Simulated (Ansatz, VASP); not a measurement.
## Two plane-wave programs on ScAl3N4

```
CELL_PARAMETERS angstrom
-3.20861 0.00000 0.00000
0.00000 5.60377 -0.00223
1.60431 -2.79986 -5.03871
ATOMIC_POSITIONS crystal
Sc 0.00593 0.33633 0.01186
Al 0.49996 0.83640 0.99992
Al 0.75381 0.41695 0.50761
Al 0.24615 0.91703 0.49230
N 0.80044 0.13100 0.60087
N 0.30553 0.64252 0.61105
N 0.56737 0.21320 0.13475
N 0.05682 0.74256 0.11364
```

Alike in both runs: functional PBEsol; k mesh 8 × 6 × 8; occupations gaussian, width 0.02 eV; no spin polarisation.

Ansatz relaxed the structure, and its values are those at the end. VASP's run is a single point on that final structure, the one shown.

```csv
,VASP,Ansatz
version,VASP 6.6.1,Ansatz 0.2.0
potentials or method,"VASP PAW PBE potentials, release 64 (Sc_sv, Al, N), cutoff 520 eV","scalar-relativistic, plane waves, PAW"
valence electrons in the cell,40,40
```

|  | VASP | Ansatz | Ansatz less VASP |
| --- | --- | --- | --- |
| gap on the k mesh at the Fermi level (eV) | 3.63 | 3.61 | -0.018 |
| least direct gap on the mesh (eV) | 3.75 | 3.73 | -0.019 |
| pressure (GPa) | 0.2 | 0.0 | -0.23 |
| rms of the force components (eV/Å) | 0.019 | 0.000 | -0.0184 |

VASP's potentials were made for PBE, not for PBEsol, and Ansatz warns of the same on its side.
